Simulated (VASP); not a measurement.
# PbS (R-3m) in VASP: a series of runs

PbS is run at these levels: PBE; tasks: single point.

Program: VASP 6.6.1. These are calculated values, not measurements. Logs are shortened: lines on timing, memory, paths and dates and some standing lists are left out, and cuts for length are marked.

### 1 The cell of the first run

The structure is trigonal, space group R-3m (No. 166). Conventional cell: a = 4.256 Å, b = 4.256 Å, c = 9.963 Å, α = 90.00°, β = 90.00°, γ = 120.00°. Pb (site symmetry -3m) has 6 S at 2.97 Å within 3.9 Å. S (site symmetry -3m) has 6 Pb at 2.97 Å within 3.9 Å.

### 2 Single point, PBE (equal xy, yz and zx shear strains of -3 %)

INCAR

```
SYSTEM = PbS
PREC     = Accurate       ! precision mode
ENCUT    = 520            ! plane-wave cutoff, eV
EDIFF    = 1E-6           ! SCF threshold, eV
ISMEAR   = -1             ! smearing method
SIGMA    = 0.01           ! smearing width, eV
LREAL    = .FALSE.        ! projectors in reciprocal space
LASPH    = .TRUE.         ! aspherical terms in the spheres
NELM     = 100            ! most SCF steps
ALGO     = Normal         ! electronic algorithm
ISIF     = 2              ! what is computed and relaxed
LWAVE    = .FALSE.        ! write WAVECAR
LCHARG   = .FALSE.        ! write CHGCAR
GGA      = PE             ! functional
NBANDS   = 17             ! bands
```

KPOINTS

```
Automatic mesh
0
G
  8 8 8
  0 0 0
```

POSCAR

```
PbS
1.0
   -0.0889500000      2.9205250000      2.9205250000
    2.9205250000     -0.0889500000      2.9205250000
    2.9205250000      2.9205250000     -0.0889500000
Pb S
1 1
Direct
    0.0000000000      0.0000000000      0.0000000000
    0.5000000000      0.5000000000      0.5000000000
```

Potentials or basis: VASP PAW PBE potentials, release 64 (Pb_d, S).

The run is started by

```console
cat potpaw_PBE.64/Pb_d/POTCAR potpaw_PBE.64/S/POTCAR > POTCAR
mpirun -np 1 vasp_std > vasp.out
```

OUTCAR:

```text
SYSTEM = PbS
   PREC = Accurate
   ENCUT = 520
   EDIFF = 1E-6
   ISMEAR = -1
   LREAL = .FALSE.
   LASPH = .TRUE.
   NELM = 100
   ISIF = 2
   GGA = PE

 ion  position               nearest neighbor table
   1  0.000  0.000  0.000-   2 2.97   2 2.97   2 2.97   2 2.97   2 2.97   2 2.97
   2  0.500  0.500  0.500-   1 2.97   1 2.97   1 2.97   1 2.97   1 2.97   1 2.97

  LATTYP: Found a trigonal (rhomboedric) cell.
 ALAT       =     4.1312037778
 COS(alpha) =     0.4693254694

  Lattice vectors:

 A1 = (  -0.0889500000,   2.9205250000,   2.9205250000)
 A2 = (   2.9205250000,  -0.0889500000,   2.9205250000)
 A3 = (   2.9205250000,   2.9205250000,  -0.0889500000)

Analysis of symmetry for initial positions (statically):
=====================================================================
 Subroutine PRICEL returns:
 Original cell was already a primitive cell.

 Routine SETGRP: Setting up the symmetry group for a
 trigonal (rhombohedral) supercell.

 Subroutine GETGRP returns: Found 12 space group operations
 (whereof 12 operations were pure point group operations)
 out of a pool of 12 trial point group operations.

The static configuration has the point symmetry D_3d.

Analysis of symmetry for dynamics (positions and initial velocities):
=====================================================================
 Subroutine PRICEL returns:
 Original cell was already a primitive cell.

 Routine SETGRP: Setting up the symmetry group for a
 trigonal (rhombohedral) supercell.

 Subroutine GETGRP returns: Found 12 space group operations
 (whereof 12 operations were pure point group operations)
 out of a pool of 12 trial point group operations.

The dynamic configuration has the point symmetry D_3d.

 Subroutine INISYM returns: Found 12 space group operations
 (whereof 12 operations are pure point group operations),
 and found     1 'primitive' translations

----------------------------------------------------------------------------------------

                                     Primitive cell

  volume of cell :      52.0964

  direct lattice vectors                    reciprocal lattice vectors
    -0.088950000  2.920525000  2.920525000    -0.163572730  0.168711140  0.168711140
     2.920525000 -0.088950000  2.920525000     0.168711140 -0.163572730  0.168711140
     2.920525000  2.920525000 -0.088950000     0.168711140  0.168711140 -0.163572730

  length of vectors
     4.131203778  4.131203778  4.131203778     0.289280030  0.289280030  0.289280030

  position of ions in fractional coordinates (direct lattice)
     0.000000000  0.000000000  0.000000000
     0.500000000  0.500000000  0.500000000

  ion indices of the primitive-cell ions
   primitive index   ion index
                 1           1
                 2           2

----------------------------------------------------------------------------------------

 KPOINTS: Automatic mesh

Automatic generation of k-mesh.
 Grid dimensions read from file:
 generate k-points for:    8    8    8

 Generating k-lattice:

  Cartesian coordinates                     Fractional coordinates (reciprocal lattice)
    -0.020446591  0.021088893  0.021088893     0.125000000  0.000000000  0.000000000
     0.021088893 -0.020446591  0.021088893     0.000000000  0.125000000  0.000000000
     0.021088893  0.021088893 -0.020446591     0.000000000  0.000000000  0.125000000

  Length of vectors
     0.036160004  0.036160004  0.036160004

  Shift w.r.t. Gamma in fractional coordinates (k-lattice)
     0.000000000  0.000000000  0.000000000

 Subroutine IBZKPT returns following result:
 ===========================================

 Found     65 irreducible k-points:

 Following reciprocal coordinates:
            Coordinates               Weight
  0.000000  0.000000  0.000000      1.000000
  0.125000 -0.000000 -0.000000      6.000000
  0.250000 -0.000000 -0.000000      6.000000
  0.375000 -0.000000 -0.000000      6.000000
  0.500000 -0.000000 -0.000000      3.000000
  0.125000  0.125000 -0.000000      6.000000
[... 16 lines left out ...]
  0.250000  0.125000  0.125000      6.000000
  0.375000  0.125000  0.125000      6.000000
 [... further k-points ...]
   k-points           NKPTS =     65   k-points in BZ     NKDIM =     65   number of bands    NBANDS=     17
   number of dos      NEDOS =    301   number of ions     NIONS =      2
   total plane-waves  NPLWV =  32768
   dimension x,y,z NGX =    32 NGY =   32 NGZ =   32
   dimension x,y,z NGXF=    64 NGYF=   64 NGZF=   64
   ions per type =               1   1
   NGX,Y,Z   is equivalent  to a cutoff of  12.88, 12.88, 12.88 a.u.
   NGXF,Y,Z  is equivalent  to a cutoff of  25.75, 25.75, 25.75 a.u.
 SYSTEM =  PbS
   PREC   = accura    normal or accurate (medium, high low for compatibility)
   ISTART =      0    job   : 0-new  1-cont  2-samecut
   ICHARG =      2    charge: 1-file 2-atom 10-const
   ISPIN  =      1    spin polarized calculation?
   LNONCOLLINEAR =      F non collinear calculations
   LSORBIT =      F    spin-orbit coupling
   LASPH  =      T    aspherical Exc in radial PAW
   ENCUT  =  520.0 eV  38.22 Ry    6.18 a.u.   7.68  7.68  7.68*2*pi/ulx,y,z
   NELM   =    100;   NELMIN=  2; NELMDL= -5     # of ELM steps
   EDIFF  = 0.1E-05   stopping-criterion for ELM
   LREAL  =      F    real-space projection
   EDIFFG = 0.1E-04   stopping-criterion for IOM
   NSW    =      0    number of steps for IOM
   IBRION =     -1    ionic relax: 0-MD 1-quasi-New 2-CG
   NFREE  =      0    steps in history (QN), initial steepest desc. (CG)
   ISIF   =      2    stress and relaxation
   ISYM   =      2    0-nonsym 1-usesym 2-fastsym
   POTIM  = 0.5000    time-step for ionic-motion
   TEBEG  =    0.0;   TEEND  =   0.0 temperature during run
   PSTRESS=    0.0 pullay stress
   NELECT =      20.0000    total number of electrons
   NUPDOWN=      -1.0000    fix difference up-down
   EMIN   =  10.00;   EMAX   =-10.00  energy-range for DOS
   EFERMI =   0.00;   METHOD = LEGACY
   ISMEAR =    -1;   SIGMA  =   0.01  broadening in eV -4-tet -1-fermi 0-gaus
   EFERMI_NEDOS =   21; number of points for ismear=-14 and -15
   IALGO  =     38    algorithm
   IMIX   =      4    mixing-type and parameters
     AMIX     =   0.40;   BMIX     =  1.00
     AMIX_MAG =   1.60;   BMIX_MAG =  1.00
[... 25 lines left out ...]

 E-fermi :   5.9401     XC(G=0):  -9.6908

 val. band max:        5.8973282742   @ k =   0.5000  -0.0000  -0.0000
 cond. band min:       5.9715235562   @ k =   0.5000   0.5000   0.5000
 fundamental gap:      0.0741952820
 Fermi energy:         5.9400603245

 k-point     1 :       0.0000    0.0000    0.0000
  band No.  band energies     occupation
      1     -10.9958      2.00000
      2     -10.9958      2.00000
      3     -10.9936      2.00000
      4     -10.9686      2.00000
      5     -10.9686      2.00000
      6      -7.7643      2.00000
[... 9 lines left out ...]
     16      12.9950      0.00000
     17      14.5397      0.00000

 k-point     2 :       0.1250   -0.0000   -0.0000
  band No.  band energies     occupation
      1     -10.9971      2.00000
      2     -10.9952      2.00000
      3     -10.9880      2.00000
      4     -10.9707      2.00000
      5     -10.9664      2.00000
      6      -7.6330      2.00000
[... 9 lines left out ...]
     16      13.2797      0.00000
     17      15.6403      0.00000

 k-point     3 :       0.2500   -0.0000   -0.0000
  band No.  band energies     occupation
      1     -11.0047      2.00000
      2     -10.9977      2.00000
      3     -10.9797      2.00000
      4     -10.9671      2.00000
      5     -10.9565      2.00000
      6      -7.2680      2.00000
[... 9 lines left out ...]
     16      14.1302      0.00000
     17      17.6018      0.00000

 k-point     4 :       0.3750   -0.0000   -0.0000
  band No.  band energies     occupation
      1     -11.0146      2.00000
      2     -11.0029      2.00000
      3     -10.9811      2.00000
      4     -10.9516      2.00000
      5     -10.9443      2.00000
      6      -6.7931      2.00000
[... 9 lines left out ...]
     16      15.3335      0.00000
     17      17.5237      0.00000

 k-point     5 :       0.5000   -0.0000   -0.0000
  band No.  band energies     occupation
      1     -11.0189      2.00000
      2     -11.0057      2.00000
      3     -10.9817      2.00000
      4     -10.9446      2.00000
      5     -10.9389      2.00000
      6      -6.5365      2.00000
[... 9 lines left out ...]
     16      15.7399      0.00000
     17      16.8534      0.00000

 k-point     6 :       0.1250    0.1250   -0.0000
  band No.  band energies     occupation
      1     -11.0003      2.00000
      2     -10.9895      2.00000
      3     -10.9868      2.00000
      4     -10.9762      2.00000
      5     -10.9647      2.00000
      6      -7.5839      2.00000
[... 9 lines left out ...]
     16      13.8519      0.00000
     17      15.1601      0.00000

 k-point     7 :       0.2500    0.1250    0.0000
  band No.  band energies     occupation
      1     -11.0104      2.00000
      2     -10.9939      2.00000
      3     -10.9794      2.00000
      4     -10.9706      2.00000
      5     -10.9582      2.00000
      6      -7.2885      2.00000
[... 9 lines left out ...]
     16      14.6979      0.00000
     17      16.2782      0.00000

 k-point     8 :       0.3750    0.1250   -0.0000
  band No.  band energies     occupation
      1     -11.0240      2.00000
      2     -10.9956      2.00000
      3     -10.9810      2.00000
      4     -10.9580      2.00000
      5     -10.9467      2.00000
      6      -6.8367      2.00000
[... 9 lines left out ...]
     16      15.7856      0.00000
     17      17.5150      0.00000
[... 203 lines left out ...]
      1     -11.1109      2.00000
      2     -11.0109      2.00000
      3     -10.9553      2.00000
      4     -10.9362      2.00000
      5     -10.9320      2.00000
      6      -6.1612      2.00000
[... 9 lines left out ...]
     16      17.3957      0.00000
     17      17.8390      0.00000

 k-point    20 :      -0.3750    0.3750    0.0000
  band No.  band energies     occupation
      1     -11.0915      2.00000
      2     -10.9965      2.00000
      3     -10.9657      2.00000
      4     -10.9418      2.00000
      5     -10.9409      2.00000
      6      -6.1037      2.00000
[... 9 lines left out ...]
     16      16.8522      0.00000
     17      18.3721      0.00000

 k-point    21 :       0.5000    0.5000   -0.0000
  band No.  band energies     occupation
      1     -11.1295      2.00000
      2     -11.0175      2.00000
      3     -10.9484      2.00000
      4     -10.9331      2.00000
      5     -10.9252      2.00000
      6      -6.0853      2.00000
[... 9 lines left out ...]
     16      17.7734      0.00000
     17      18.1777      0.00000

 k-point    22 :       0.1250    0.1250    0.1250
  band No.  band energies     occupation
      1     -10.9936      2.00000
      2     -10.9876      2.00000
      3     -10.9876      2.00000
      4     -10.9738      2.00000
      5     -10.9738      2.00000
      6      -7.6238      2.00000
[... 9 lines left out ...]
     16      12.7888      0.00000
     17      15.8740      0.00000

 k-point    23 :       0.2500    0.1250    0.1250
  band No.  band energies     occupation
      1     -10.9951      2.00000
      2     -10.9934      2.00000
      3     -10.9779      2.00000
      4     -10.9734      2.00000
      5     -10.9711      2.00000
      6      -7.4063      2.00000
[... 9 lines left out ...]
     16      14.1534      0.00000
     17      15.4475      0.00000

 k-point    24 :       0.3750    0.1250    0.1250
  band No.  band energies     occupation
      1     -11.0043      2.00000
      2     -10.9993      2.00000
      3     -10.9831      2.00000
      4     -10.9601      2.00000
      5     -10.9572      2.00000
      6      -6.9893      2.00000
[... 9 lines left out ...]
     16      15.7140      0.00000
     17      16.5537      0.00000

 [... further k-points ...]

------------------------ aborting loop because EDIFF is reached ----------------------------------------

  FORCE on cell =-STRESS in cart. coord.  units (eV):
  Direction    XX          YY          ZZ          XY          YZ          ZX
  --------------------------------------------------------------------------------------
  -------------------------------------------------------------------------------------
  Total        0.7088807      0.7088807      0.7088807      0.1778498      0.1778498      0.1778498
  in kB       21.8009710     21.8009710     21.8009710      5.4696066      5.4696066      5.4696066
  external PRESSURE =      21.8009710 kB  Pullay stress =       0.0000000 kB

 VOLUME and BASIS-vectors are now :
 -----------------------------------------------------------------------------
  energy-cutoff  :      520.00
  volume of cell :       52.10
      direct lattice vectors                 reciprocal lattice vectors
    -0.088950000  2.920525000  2.920525000    -0.163572730  0.168711140  0.168711140
     2.920525000 -0.088950000  2.920525000     0.168711140 -0.163572730  0.168711140
     2.920525000  2.920525000 -0.088950000     0.168711140  0.168711140 -0.163572730

 POSITION                                       TOTAL-FORCE (eV/Angst)
 -----------------------------------------------------------------------------------
      0.00000      0.00000      0.00000        -0.000000      0.000000     -0.000000
      2.87605      2.87605      2.87605         0.000000     -0.000000      0.000000
 -----------------------------------------------------------------------------------
    total drift:                                0.000000     -0.000000     -0.000000

  FREE ENERGIE OF THE ION-ELECTRON SYSTEM (eV)
  ---------------------------------------------------
  free  energy   TOTEN  =        -8.7467129129 eV

  energy  without entropy=       -8.7466976946  energy(sigma->0) =       -8.74670530
```

It took 16 s on 1 thread of Intel Xeon 6975P-C (Granite Rapids), shared host; peak memory 0.21 GiB.

Results:

- Free energy: -8.7467 eV
- Pressure: 2.2 GPa
- Band gap on the k mesh: 0.07 eV, indirect (least direct gap 0.32 eV)

Caveat: the cell differs from its parent crystal (equal xy, yz and zx shear strains of -3 %); spin-orbit coupling is left out, which moves the levels of the heavy elements.

### 3 Single point, PBE (equal xy, yz and zx shear strains of -1 %)

Edit INCAR of step 2 so:

```diff
@@ -3,3 +3,3 @@
 ENCUT    = 520            ! plane-wave cutoff, eV
-EDIFF    = 1E-6           ! SCF threshold, eV
+EDIFF    = 1E-7           ! SCF threshold, eV
 ISMEAR   = -1             ! smearing method
@@ -12,4 +12,6 @@
 LWAVE    = .FALSE.        ! write WAVECAR
-LCHARG   = .FALSE.        ! write CHGCAR
+LCHARG   = .TRUE.         ! write CHGCAR
 GGA      = PE             ! functional
+LELF     = .TRUE.         ! ELF
+LVHAR    = .TRUE.       
 NBANDS   = 17             ! bands
```

KPOINTS is that of step 2.

POSCAR

```
PbS
1.0
   -0.0296500000      2.9501750000      2.9501750000
    2.9501750000     -0.0296500000      2.9501750000
    2.9501750000      2.9501750000     -0.0296500000
Pb S
1 1
Direct
    0.0000000000      0.0000000000      0.0000000000
    0.5000000000      0.5000000000      0.5000000000
```

Potentials or basis: VASP PAW PBE potentials, release 64 (Pb_d, S).

The run is started by

```console
cat potpaw_PBE.64/Pb_d/POTCAR potpaw_PBE.64/S/POTCAR > POTCAR
mpirun -np 1 vasp_std > vasp.out
```

It took 18 s on 1 thread of Intel Xeon 6975P-C (Granite Rapids), shared host; peak memory 0.2 GiB.

The run converged. Its results:

```yaml
Free_energy: -8.7545 eV
Pressure: 2.2 GPa
Band_gap_on_the_k_mesh: 0.26 eV, indirect (least direct gap 0.34 eV)
```

Stress tensor (GPa, compression positive):
```
2.21 0.19 0.19
0.19 2.21 0.19
0.19 0.19 2.21
```

Levels at points of the mesh, in eV from the valence-band top:
```
           k point  band 6  band 7  band 8  band 9  band 10  band 11  band 12  band 13  band 14  band 15
(0.00, 0.00, 0.00)  -13.63   -6.06   -2.23   -2.23    -2.12     5.19     5.20     5.20     6.64     6.64
(0.50, 0.00, 0.00)  -12.39   -8.89   -1.81   -1.77     0.00     0.36     1.94     2.00     8.64     9.97
(0.50, 0.50, 0.00)  -11.95   -7.22   -5.22   -3.52    -3.42     3.84     5.51     5.67     5.71    11.15
(0.50, 0.50, 0.50)  -12.36   -8.82   -1.84   -1.84    -0.08     0.26     1.86     1.86     8.66    10.15
```

Caveat: the cell differs from its parent crystal (equal xy, yz and zx shear strains of -1 %); spin-orbit coupling is left out, which moves the levels of the heavy elements. A k mesh can miss the band edges.

### 4 Single point, PBE (equal xy, yz and zx shear strains of +2 %)

INCAR

```
SYSTEM = PbS
PREC     = Accurate       ! precision mode
ENCUT    = 520            ! plane-wave cutoff, eV
EDIFF    = 1E-6           ! SCF threshold, eV
ISMEAR   = -1             ! smearing method
SIGMA    = 0.01           ! smearing width, eV
LREAL    = .FALSE.        ! projectors in reciprocal space
LASPH    = .TRUE.         ! aspherical terms in the spheres
NELM     = 60             ! most SCF steps
ALGO     = Normal         ! electronic algorithm
ISIF     = 2              ! what is computed and relaxed
LWAVE    = .FALSE.        ! write WAVECAR
LCHARG   = .FALSE.        ! write CHGCAR
GGA      = PE             ! functional
NBANDS   = 17             ! bands
```

KPOINTS

```
regular mesh
0
G
  8 8 8
  0 0 0
```

POSCAR

```
PbS
1.0
    0.0593000000      2.9946500000      2.9946500000
    2.9946500000      0.0593000000      2.9946500000
    2.9946500000      2.9946500000      0.0593000000
Pb S
1 1
Direct
    0.0000000000      0.0000000000      0.0000000000
    0.5000000000      0.5000000000      0.5000000000
```

The run is started by

```console
cat potpaw_PBE.64/Pb_d/POTCAR potpaw_PBE.64/S/POTCAR > POTCAR
mpirun -np 1 vasp_std > vasp.out
```

Run time: 16 s. Hardware: 1 thread of Intel Xeon 6975P-C (Granite Rapids), shared host; peak memory 0.21 GiB.

Results (log left out):

| Item | Value |
| --- | --- |
| Free energy | -8.7514 eV |
| Pressure | 2.2 GPa |
| Band gap on the k mesh | 0.18 eV, indirect (least direct gap 0.33 eV) |

Stress tensor (GPa, compression positive):
```
 2.19 -0.41 -0.41
-0.41  2.19 -0.41
-0.41 -0.41  2.19
```

Levels at points of the mesh, in eV from the valence-band top:
```
           k point  band 8  band 9  band 10  band 11  band 12  band 13
(0.00, 0.00, 0.00)   -2.44   -2.22    -2.22     5.10     5.10     5.11
(0.50, 0.00, 0.00)   -1.97   -1.88    -0.16     0.18     1.74     1.85
(0.50, 0.50, 0.00)   -5.32   -3.66    -3.47     3.75     5.33     5.56
(0.50, 0.50, 0.50)   -1.83   -1.83     0.00     0.40     2.02     2.02
```

Caveat: the cell differs from its parent crystal (equal xy, yz and zx shear strains of +2 %); spin-orbit coupling is left out, which moves the levels of the heavy elements.

### 5 The runs side by side

| cell | gap on the mesh (eV) | pressure (GPa) |
| --- | --- | --- |
| a = 4.131 Å, angles 62.0°, 2 atoms | 0.07 | 2.2 |
| a = 4.172 Å, angles 60.7°, 2 atoms | 0.26 | 2.2 |
| a = 4.235 Å, angles 58.7°, 2 atoms | 0.18 | 2.2 |

Alike in all rows: task single point; level PBE; potentials or basis VASP PAW PBE potentials, release 64 (Pb_d, S); no spin polarisation; k mesh 8 × 8 × 8; cutoff (eV) 520; smearing fermi-dirac 0.01 eV.

Caveats: spin-orbit coupling is left out, which moves the levels of the heavy elements.

Total energies depend on the potentials used, so only differences within one code and one set of settings carry meaning.
